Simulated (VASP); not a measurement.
# SiC (Fm-3m) in VASP: settings compared

Aim: see how the results for SiC move with the level of theory and the settings. Levels: PBE, HSE06. Tasks: single point.

Everything below comes from runs of VASP 6.6.1. Logs are shortened: lines on timing, memory, paths and dates and some standing lists are left out, and cuts for length are marked.

## Step 1: The cell of the first run

The structure is cubic, space group Fm-3m (No. 225). Conventional cell: a = 4.028 Å, b = 4.028 Å, c = 4.028 Å, α = 90.00°, β = 90.00°, γ = 90.00°. Si (site symmetry m-3m) has 6 C at 2.01 Å within 2.7 Å. C (site symmetry m-3m) has 6 Si at 2.01 Å within 2.7 Å.

## Step 2: Single point, PBE, collinear spin, zero start

File INCAR:

```
PREC     = Accurate       # precision mode
ENCUT    = 520            # plane-wave cutoff, eV
EDIFF    = 1E-6           # SCF threshold, eV
ISMEAR   = -1             # smearing method
SIGMA    = 0.02           # smearing width, eV
LREAL    = F              # projectors in reciprocal space
LASPH    = T              # aspherical terms in the spheres
NELM     = 150            # most SCF steps
ALGO     = Normal         # electronic algorithm
ISIF     = 2              # what is computed and relaxed
LWAVE    = F              # write WAVECAR
LCHARG   = T              # write CHGCAR
ISPIN    = 2              # spin polarisation
MAGMOM   = 0 0            # initial moments
LORBIT   = 11             # projections on sites
GGA      = PE             # functional
LELF     = T              # ELF
LVHAR    = T            
NBANDS   = 15             # bands
```

File KPOINTS:

```
regular mesh
0
Gamma
  8 8 8
```

File POSCAR:

```
SiC
1.0
    0.0000000000      2.0138687949      2.0138687949
    2.0138687949      0.0000000000      2.0138687949
    2.0138687949      2.0138687949      0.0000000000
Si C
1 1
Direct
    0.0000000000      0.0000000000      0.0000000000
    0.5000000000      0.5000000000      0.5000000000
```

Potentials or basis: VASP PAW PBE potentials, release 64 (Si, C).

Run with:

```sh
cat potpaw_PBE.64/Si/POTCAR potpaw_PBE.64/C/POTCAR > POTCAR
mpirun -np 1 vasp_std > vasp.out
```

OUTCAR:

```text
PREC = Accurate
   ENCUT = 520
   EDIFF = 1E-6
   ISMEAR = -1
   LREAL = F
   LASPH = T
   NELM = 150
   ISIF = 2
   ISPIN = 2
   LORBIT = 11
   GGA = PE

 ion  position               nearest neighbor table
   1  0.000  0.000  0.000-   2 2.01   2 2.01   2 2.01   2 2.01   2 2.01   2 2.01
   2  0.500  0.500  0.500-   1 2.01   1 2.01   1 2.01   1 2.01   1 2.01   1 2.01

  LATTYP: Found a face centered cubic cell.
 ALAT       =     4.0277375898

  Lattice vectors:

 A1 = (   0.0000000000,   2.0138687949,   2.0138687949)
 A2 = (   2.0138687949,   0.0000000000,   2.0138687949)
 A3 = (   2.0138687949,   2.0138687949,   0.0000000000)

Analysis of symmetry for initial positions (statically):
=====================================================================
 Subroutine PRICEL returns:
 Original cell was already a primitive cell.

 Routine SETGRP: Setting up the symmetry group for a
 face centered cubic supercell.

 Subroutine GETGRP returns: Found 48 space group operations
 (whereof 48 operations were pure point group operations)
 out of a pool of 48 trial point group operations.

The static configuration has the point symmetry O_h .

Analysis of symmetry for dynamics (positions and initial velocities):
=====================================================================
 Subroutine PRICEL returns:
 Original cell was already a primitive cell.

 Routine SETGRP: Setting up the symmetry group for a
 face centered cubic supercell.

 Subroutine GETGRP returns: Found 48 space group operations
 (whereof 48 operations were pure point group operations)
 out of a pool of 48 trial point group operations.

The dynamic configuration has the point symmetry O_h .

Analysis of structural, dynamic, and magnetic symmetry:
=====================================================================
 Subroutine PRICEL returns:
 Original cell was already a primitive cell.

 Routine SETGRP: Setting up the symmetry group for a
 face centered cubic supercell.

 Subroutine GETGRP returns: Found 48 space group operations
 (whereof 48 operations were pure point group operations)
 out of a pool of 48 trial point group operations.

The overall configuration has the point symmetry O_h .

 Subroutine INISYM returns: Found 48 space group operations
 (whereof 48 operations are pure point group operations),
 and found     1 'primitive' translations

----------------------------------------------------------------------------------------

                                     Primitive cell

  volume of cell :      16.3352

[... 139 lines left out ...]

 val. band max:       12.6436602867   @ k =   0.0000   0.0000   0.0000
 cond. band min:      12.6972672674   @ k =  -0.1250   0.1250   0.0000
 fundamental gap:      0.0536069808
 Fermi energy:        12.6799162326

 spin component 1

 k-point     1 :       0.0000    0.0000    0.0000
  band No.  band energies     occupation
      1      -6.0079      1.00000
      2      12.6437      0.85970
      3      12.6437      0.85970
      4      12.6437      0.85970
      5      20.3950      0.00000
      6      21.5924      0.00000
      7      21.5924      0.00000
      8      21.5924      0.00000
      9      25.5539      0.00000
     10      25.5539      0.00000
     11      25.5539      0.00000
     12      26.6997      0.00000
     13      26.6997      0.00000
     14      27.8250      0.00000
[... 403 lines left out ...]
      4       9.3078      1.00000
      5      16.6994      0.00000
      6      19.0322      0.00000
      7      22.5405      0.00000
      8      25.0439      0.00000
      9      27.1077      0.00000
     10      27.8022      0.00000
     11      31.5977      0.00000
     12      38.3682      0.00000
     13      39.1184      0.00000
     14      39.5244      0.00000
     15      41.6248      0.00000

 [... further k-points ...]

 spin component 2

 k-point     1 :       0.0000    0.0000    0.0000
  band No.  band energies     occupation
      1      -6.0079      1.00000
      2      12.6437      0.85970
      3      12.6437      0.85970
      4      12.6437      0.85970
      5      20.3950      0.00000
      6      21.5924      0.00000
      7      21.5924      0.00000
      8      21.5924      0.00000
      9      25.5539      0.00000
     10      25.5539      0.00000
     11      25.5539      0.00000
     12      26.6997      0.00000
     13      26.6997      0.00000
     14      27.8250      0.00000
[... 403 lines left out ...]
      4       9.3078      1.00000
      5      16.6994      0.00000
      6      19.0322      0.00000
      7      22.5405      0.00000
      8      25.0439      0.00000
      9      27.1077      0.00000
     10      27.8022      0.00000
     11      31.5977      0.00000
     12      38.3682      0.00000
     13      39.1184      0.00000
     14      39.5244      0.00000
     15      41.6248      0.00000

 [... further k-points ...]

------------------------ aborting loop because EDIFF is reached ----------------------------------------

  FORCE on cell =-STRESS in cart. coord.  units (eV):
  Direction    XX          YY          ZZ          XY          YZ          ZX
  --------------------------------------------------------------------------------------
  -------------------------------------------------------------------------------------
  Total        0.6384428      0.6384428      0.6384428     -0.0000000      0.0000000     -0.0000000
  in kB       62.6194201     62.6194201     62.6194201     -0.0000000      0.0000000     -0.0000000
  external PRESSURE =      62.6194201 kB  Pullay stress =       0.0000000 kB

 VOLUME and BASIS-vectors are now :
 -----------------------------------------------------------------------------
  energy-cutoff  :      520.00
  volume of cell :       16.34
      direct lattice vectors                 reciprocal lattice vectors
     0.000000000  2.013868795  2.013868795    -0.248278339  0.248278339  0.248278339
     2.013868795  0.000000000  2.013868795     0.248278339 -0.248278339  0.248278339
     2.013868795  2.013868795  0.000000000     0.248278339  0.248278339 -0.248278339

 POSITION                                       TOTAL-FORCE (eV/Angst)
 -----------------------------------------------------------------------------------
      0.00000      0.00000      0.00000        -0.000000     -0.000000      0.000000
      2.01387      2.01387      2.01387         0.000000      0.000000     -0.000000
 -----------------------------------------------------------------------------------
    total drift:                               -0.000000     -0.000000      0.000000

  FREE ENERGIE OF THE ION-ELECTRON SYSTEM (eV)
  ---------------------------------------------------
  free  energy   TOTEN  =       -13.5643246413 eV

  energy  without entropy=      -13.5636118407  energy(sigma->0) =      -13.56396824

 total charge

# of ion       s       p       d       tot
------------------------------------------
    1        0.657   0.849   0.000   1.506
    2        0.842   1.709   0.000   2.551
--------------------------------------------------
tot          1.499   2.558   0.000   4.057

 magnetization (x)

# of ion       s       p       d       tot
------------------------------------------
    1        0.000   0.000   0.000   0.000
    2       -0.000  -0.000   0.000  -0.000
--------------------------------------------------
tot         -0.000   0.000   0.000  -0.000
```

OSZICAR:

```text
N       E                     dE             d eps       ncg     rms          rms(c)
DAV:   1     0.466703604456E+01    0.46670E+01   -0.39467E+03  1804   0.464E+02
DAV:   2    -0.145683962319E+02   -0.19235E+02   -0.18393E+02  2314   0.979E+01
DAV:   3    -0.150019506670E+02   -0.43355E+00   -0.43317E+00  1985   0.107E+01
DAV:   4    -0.150025267859E+02   -0.57612E-03   -0.57611E-03  2188   0.527E-01
DAV:   5    -0.150025276316E+02   -0.84570E-06   -0.84654E-06  1957   0.181E-02    0.836E+00
DAV:   6    -0.135893553785E+02    0.14132E+01   -0.38680E+00  1873   0.734E+00    0.345E+00
DAV:   7    -0.135647884828E+02    0.24567E-01   -0.32752E-01  2209   0.270E+00    0.154E+00
DAV:   8    -0.135648852957E+02   -0.96813E-04   -0.17347E-02  1950   0.600E-01    0.261E-01
DAV:   9    -0.135643060181E+02    0.57928E-03   -0.37311E-03  1908   0.251E-01    0.124E-01
DAV:  10    -0.135643199416E+02   -0.13924E-04   -0.16153E-04  1936   0.678E-02    0.416E-02
DAV:  11    -0.135643247221E+02   -0.47805E-05   -0.69915E-06  2216   0.172E-02    0.835E-03
DAV:  12    -0.135643246413E+02    0.80790E-07   -0.65536E-08  1010   0.156E-03
   1 F= -.13564325E+02 E0= -.13563968E+02  d E =-.712801E-03  mag=    -0.0000
```

stdout:

```text
POSCAR found type information on POSCAR SiC
 POSCAR found :  2 types and       2 ions
 scaLAPACK will be used
 LDA part: xc-table for (Slater+PW92), standard interpolation
 POSCAR, INCAR and KPOINTS ok, starting setup
 FFT: planning ... GRIDC
 FFT: planning ... GRID_SOFT
 FFT: planning ... GRID
 WAVECAR not read
 entering main loop
```

It took 14 s on 1 thread of AMD EPYC 7R13 (Zen 3), shared host; peak memory 0.11 GiB.

What came out:

* Free energy: -13.5643 eV
* Pressure: 6.3 GPa
* Band gap on the k mesh: zero (filled and empty bands overlap)
* Net moment: 0.00 μB per cell
* Valence electrons inside the program's atomic spheres: Si 1.51; C 2.55

Caveat: the cell stands under pressure.

## Step 3: Single point, HSE06

POSCAR is that of step 2.

File INCAR.step1:

```
SYSTEM = SiC
PREC = Accurate
ENCUT = 520
EDIFF = 1E-5
ISMEAR = -1
SIGMA = 0.02
LREAL = .False.
LASPH = .True.
NELM = 80
ALGO = Normal
ISIF = 2
LWAVE = .True.
LCHARG = .False.
NBANDS = 11
GGA = PE
```

File INCAR.step2:

```
SYSTEM = SiC
PREC = Accurate
ENCUT = 520
EDIFF = 1E-7
ISMEAR = -1
SIGMA = 0.02
LREAL = .False.
LASPH = .True.
NELM = 80
ALGO = Normal
ISIF = 2
LWAVE = .False.
LCHARG = .False.
GGA = PE
LHFCALC = .True.
HFSCREEN = 0.2079
PRECFOCK = Normal
NBANDS = 11
ISTART = 1
```

File KPOINTS:

```
Automatic mesh
0
Gamma
  6 6 6
  0 0 0
```

Potentials or basis: VASP PAW PBE potentials, release 64 (Si, C).

Run with:

```sh
cat potpaw_PBE.64/Si/POTCAR potpaw_PBE.64/C/POTCAR > POTCAR
cp INCAR.step1 INCAR
mpirun -np 1 vasp_std > vasp.out
cp INCAR.step2 INCAR
mpirun -np 1 vasp_std > vasp.out
```

OUTCAR:

```text
SYSTEM = SiC
   PREC = Accurate
   ENCUT = 520
   EDIFF = 1E-7
   ISMEAR = -1
   LREAL = .False.
   LASPH = .True.
   NELM = 80
   ISIF = 2
   GGA = PE
   LHFCALC = .True.
   HFSCREEN = 0.2079
   PRECFOCK = Normal
   ISTART = 1

 ion  position               nearest neighbor table
   1  0.000  0.000  0.000-   2 2.01   2 2.01   2 2.01   2 2.01   2 2.01   2 2.01
   2  0.500  0.500  0.500-   1 2.01   1 2.01   1 2.01   1 2.01   1 2.01   1 2.01

  LATTYP: Found a face centered cubic cell.
 ALAT       =     4.0277375898

  Lattice vectors:

 A1 = (   0.0000000000,   2.0138687949,   2.0138687949)
 A2 = (   2.0138687949,   0.0000000000,   2.0138687949)
 A3 = (   2.0138687949,   2.0138687949,   0.0000000000)

Analysis of symmetry for initial positions (statically):
=====================================================================
 Subroutine PRICEL returns:
 Original cell was already a primitive cell.

 Routine SETGRP: Setting up the symmetry group for a
 face centered cubic supercell.

 Subroutine GETGRP returns: Found 48 space group operations
 (whereof 48 operations were pure point group operations)
[... 173 lines left out ...]
      2      12.2478      0.02814
      3      12.2478      0.02814
      4      12.2478      0.02814
      5      21.3810      0.00000
      6      22.2901      0.00000
      7      22.2901      0.00000
      8      22.2901      0.00000
      9      26.7915      0.00000
     10      26.7915      0.00000
     11      26.7915      0.00000
[... 197 lines left out ...]
 k-point    16 :      -0.3333    0.5000    0.1667
  band No.  band energies     occupation
      1      -0.2141      2.00000
      2       2.2365      2.00000
      3       4.9374      2.00000
      4       5.0393      2.00000
      5      16.0378      0.00000
      6      19.7505      0.00000
      7      23.7572      0.00000
      8      26.8635      0.00000
      9      29.7898      0.00000
     10      32.0576      0.00000
     11      37.1756      0.00000

------------------------ aborting loop because EDIFF is reached ----------------------------------------

  FORCE on cell =-STRESS in cart. coord.  units (eV):
  Direction    XX          YY          ZZ          XY          YZ          ZX
  --------------------------------------------------------------------------------------
  -------------------------------------------------------------------------------------
  Total       -0.3254792     -0.3254792     -0.3254792      0.0000000      0.0000000     -0.0000000
  in kB      -31.9234860    -31.9234860    -31.9234860      0.0000000      0.0000000     -0.0000000
  external PRESSURE =     -31.9234860 kB  Pullay stress =       0.0000000 kB

 VOLUME and BASIS-vectors are now :
 -----------------------------------------------------------------------------
  energy-cutoff  :      520.00
  volume of cell :       16.34
      direct lattice vectors                 reciprocal lattice vectors
     0.000000000  2.013868795  2.013868795    -0.248278339  0.248278339  0.248278339
     2.013868795  0.000000000  2.013868795     0.248278339 -0.248278339  0.248278339
     2.013868795  2.013868795  0.000000000     0.248278339  0.248278339 -0.248278339

 POSITION                                       TOTAL-FORCE (eV/Angst)
 -----------------------------------------------------------------------------------
      0.00000      0.00000      0.00000         0.000000     -0.000000      0.000000
      2.01387      2.01387      2.01387        -0.000000      0.000000     -0.000000
 -----------------------------------------------------------------------------------
    total drift:                               -0.000000     -0.000000     -0.000000

  FREE ENERGIE OF THE ION-ELECTRON SYSTEM (eV)
  ---------------------------------------------------
  free  energy   TOTEN  =       -15.8063384013 eV

  energy  without entropy=      -15.8062452425  energy(sigma->0) =      -15.80629182
```

OUTCAR.step1:

```text
SYSTEM = SiC
   PREC = Accurate
   ENCUT = 520
   EDIFF = 1E-5
   ISMEAR = -1
   LREAL = .False.
[... 435 lines left out ...]
      0.00000      0.00000      0.00000        -0.000000     -0.000000     -0.000000
      2.01387      2.01387      2.01387         0.000000      0.000000      0.000000
 -----------------------------------------------------------------------------------
    total drift:                               -0.000000     -0.000000      0.000000

  FREE ENERGIE OF THE ION-ELECTRON SYSTEM (eV)
  ---------------------------------------------------
  free  energy   TOTEN  =       -13.5376628010 eV

  energy  without entropy=      -13.5374490424  energy(sigma->0) =      -13.53755592
```

OSZICAR.step1:

```text
N       E                     dE             d eps       ncg     rms          rms(c)
DAV:   1     0.166819518322E+01    0.16682E+01   -0.39868E+03   376   0.611E+02
DAV:   2    -0.143884097139E+02   -0.16057E+02   -0.14631E+02   420   0.103E+02
DAV:   3    -0.149855003362E+02   -0.59709E+00   -0.59538E+00   437   0.142E+01
DAV:   4    -0.149869653688E+02   -0.14650E-02   -0.14649E-02   379   0.862E-01
DAV:   5    -0.149869686280E+02   -0.32592E-05   -0.32592E-05   431   0.394E-02    0.839E+00
DAV:   6    -0.135641007237E+02    0.14229E+01   -0.47503E+00   376   0.101E+01    0.361E+00
DAV:   7    -0.135370646427E+02    0.27036E-01   -0.35259E-01   400   0.341E+00    0.145E+00
DAV:   8    -0.135373572394E+02   -0.29260E-03   -0.48428E-03   370   0.520E-01    0.352E-01
DAV:   9    -0.135376410923E+02   -0.28385E-03   -0.61079E-04   384   0.199E-01    0.129E-01
DAV:  10    -0.135376647983E+02   -0.23706E-04   -0.43418E-05   391   0.439E-02    0.130E-02
DAV:  11    -0.135376628010E+02    0.19973E-05   -0.13165E-05   197   0.176E-02
   1 F= -.13537663E+02 E0= -.13537556E+02  d E =-.213759E-03
```

Run time: 3.7 min. Hardware: 1 thread of AMD EPYC 7R13 (Zen 3), shared host; peak memory 0.21 GiB.

Results:

* Free energy: -15.8063 eV
* Pressure: -3.2 GPa
* Band gap on the k mesh: zero (bands 4 and 5 overlap by 0.29 eV)

Caveat: the k points lie up to 0.45 Å⁻¹ apart; the PAW data sets were made with another functional, which shifts forces and pressure a little.
